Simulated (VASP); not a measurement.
Here is a VASP 6.6.1 calculation.

Contents of INCAR:

```
PREC = Accurate
ENCUT = 520
EDIFF = 1E-6
ISMEAR = 0
SIGMA = 0.05
LREAL = F
LASPH = T
NELM = 60
ALGO = Normal
ISIF = 2
LWAVE = F
LCHARG = F
LDIPOL = T
IDIPOL = 3
DIPOL = 0.5 0.5 0.500
GGA = PE
IBRION = 2
NSW = 70
EDIFFG = -0.03
LUSENCCL = F
```

File KPOINTS:

```
regular mesh
0
Gamma
  9 6 1
```

Contents of POSCAR:

```
SiC
1.0
    3.0967389898      0.0000000000      0.0000000000
    0.0000000000      4.3794502785      0.0000000000
    0.0000000000      0.0000000000     18.6451084847
Si C
4 4
Selective dynamics
Direct
    0.5000000000      0.5000000000      0.3754335892  F F F
    0.0000000000      0.0000000000      0.4584778631  F F F
    0.5000000000      0.5000000000      0.5415221369  T T T
    0.0000000000      0.0000000000      0.6245664108  T T T
    0.0000000000      0.2500000000      0.3754335892  F F F
    0.5000000000      0.7500000000      0.4584778631  F F F
    0.0000000000      0.2500000000      0.5415221369  T T T
    0.5000000000      0.7500000000      0.6245664108  T T T
```

Potentials or basis: VASP PAW PBE potentials, release 64 (Si, C).

The run is started by

```console
$ cat potpaw_PBE.64/Si/POTCAR potpaw_PBE.64/C/POTCAR > POTCAR
$ mpirun -np 1 vasp_std > vasp.out
```

Question: Estimate the band gap on the k mesh.

Answer: 0.18 eV (least direct gap 0.50 eV).

Question: Predict the energy gained by relaxing.

Answer: 80.4 meV/atom.

The path:
```csv
step,energy change (eV),largest force on free atoms (eV/Å),pressure (GPa)
1,0.0000,3.2202,-2.73
2,-0.4859,1.5454,-1.97
3,-0.5031,1.5488,-1.77
4,-0.6134,0.6487,-1.43
5,-0.6137,0.5601,-1.45
6,-0.6269,0.2762,-1.39
7,-0.6269,0.2677,-1.40
8,-0.6333,0.1683,-1.35
9,-0.6377,0.2420,-1.24
10,-0.6416,0.1445,-1.10
11,-0.6420,0.1840,-1.03
12,-0.6416,0.2487,-0.94
13,-0.6430,0.0517,-0.99
14,-0.6432,0.0322,-0.99
15,-0.6432,0.0395,-0.99
16,-0.6433,0.0348,-1.00
17,-0.6433,0.0376,-1.01
18,-0.6434,0.0224,-1.03
```

Caveat: semilocal functionals underestimate gaps, and a narrow one can read as zero.
